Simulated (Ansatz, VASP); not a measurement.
# CdF2 in VASP and in Ansatz

```
CELL_PARAMETERS angstrom
0.00000 2.77482 2.77482
2.77482 0.00000 2.77482
2.77482 2.77482 0.00000
ATOMIC_POSITIONS crystal
Cd 0.00000 0.00000 0.00000
F 0.25000 0.25000 0.25000
F 0.75000 0.75000 0.75000
```

Change from the starting cell: strain +0.030 along x and y, +0.030 along z, atoms carried along.

Alike in both runs: task single point; functional r2SCAN; k mesh 8 × 8 × 8; occupations gaussian, width 0.05 eV; no spin polarisation.

```csv
,VASP,Ansatz
version,VASP 6.6.1,Ansatz 0.2.0
potentials or method,"VASP PAW PBE potentials, release 64 (Cd, F), cutoff 520 eV","scalar-relativistic, plane waves, PAW"
valence electrons in the cell,26,34
```

```tsv
	VASP	Ansatz	Ansatz less VASP
gap on the k mesh at the Fermi level (eV)	3.43	3.47	+0.038
least direct gap on the mesh (eV)	4.03	4.08	+0.046
pressure (GPa)	-7.5	-8.1	-0.56
```

VASP's potentials were made for PBE, not for r2SCAN. The functional is the same, so the differences come from potentials, cutoffs and numerics. VASP's potentials hold 26 valence electrons a cell and Ansatz's 34, so a difference there can come from the potentials and not from the codes.
